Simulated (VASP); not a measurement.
Write the native input for VASP 6.6.1 that does the following.

- Task: single point
- Functional: r2SCAN
- Potentials or basis: VASP PAW PBE potentials, release 64 (Hf_pv, N)
- Cutoff: 660 eV
- k mesh: 10 × 10 × 10
- Occupations: fermi-dirac, width 0.05 eV
- Spin: no spin polarisation
- Dipole correction: no
- Further INCAR settings: ALGO = Normal; EDIFF = 1e-06; NBANDS = 14

Crystal: HfN.

```
Hf N
1.0
     0.00000    2.30025    2.30025
     2.30025    0.00000    2.30025
     2.30025    2.30025    0.00000
Hf N
1 1
Direct
  0.00000 0.00000 0.00000
  0.50000 0.50000 0.50000
```

These files were run (other wordings do the same):

POSCAR

```
HfN
1.0
    0.0000000000      2.3002465274      2.3002465274
    2.3002465274      0.0000000000      2.3002465274
    2.3002465274      2.3002465274      0.0000000000
Hf N
1 1
Direct
    0.0000000000      0.0000000000      0.0000000000
    0.5000000000      0.5000000000      0.5000000000
```

INCAR.step1

```
SYSTEM = HfN
ALGO     = Normal         ! electronic algorithm
EDIFF    = 1E-5           ! SCF threshold, eV
ENCUT    = 660            ! plane-wave cutoff, eV
GGA      = PE             ! functional
GGA_COMPAT= .FALSE.      
ISMEAR   = -1             ! smearing method
LASPH    = .TRUE.         ! aspherical terms in the spheres
LCHARG   = .FALSE.        ! write CHGCAR
LREAL    = .FALSE.        ! projectors in reciprocal space
LWAVE    = .TRUE.         ! write WAVECAR
NBANDS   = 14             ! bands
NELM     = 120            ! most SCF steps
PREC     = Accurate       ! precision mode
SIGMA    = 0.05           ! smearing width, eV
```

INCAR.step2

```
SYSTEM = HfN
ALGO     = Normal         ! electronic algorithm
EDIFF    = 1E-6           ! SCF threshold, eV
ENCUT    = 660            ! plane-wave cutoff, eV
GGA_COMPAT= .FALSE.      
ISIF     = 2              ! what is computed and relaxed
ISMEAR   = -1             ! smearing method
ISTART   = 1            
LASPH    = .TRUE.         ! aspherical terms in the spheres
LCHARG   = .FALSE.        ! write CHGCAR
LMIXTAU  = .TRUE.       
LREAL    = .FALSE.        ! projectors in reciprocal space
LWAVE    = .FALSE.        ! write WAVECAR
METAGGA  = R2SCAN         ! meta-GGA
NBANDS   = 14             ! bands
NELM     = 120            ! most SCF steps
PREC     = Accurate       ! precision mode
SIGMA    = 0.05           ! smearing width, eV
```

KPOINTS

```
k-points
0
G
  10 10 10
  0 0 0
```

Potentials or basis: VASP PAW PBE potentials, release 64 (Hf_pv, N).

The run is started by

```sh
$ cat potpaw_PBE.64/Hf_pv/POTCAR potpaw_PBE.64/N/POTCAR > POTCAR
$ cp INCAR.step1 INCAR
$ mpirun -np 1 vasp_std > vasp.out
$ cp INCAR.step2 INCAR
$ mpirun -np 1 vasp_std > vasp.out
```

Results of the run:

```yaml
Pressure: -15.0 GPa
Band_gap_on_the_k_mesh: zero (an odd number of electrons rules out a gap without spin polarisation)
```

Caveat: the cell stands under tension; the PAW data sets were made with another functional, which shifts forces and pressure a little; spin-orbit coupling is left out, which moves the levels of the heavy elements; an odd number of electrons without spin polarisation forces a metal; a magnetic or distorted state may lie lower.

It took 96 s on 1 thread of Intel(R) Xeon(R) Platinum 8259CL CPU @ 2.50GHz (Skylake/Cascade Lake), on a shared host, peak memory 0.18 GiB.
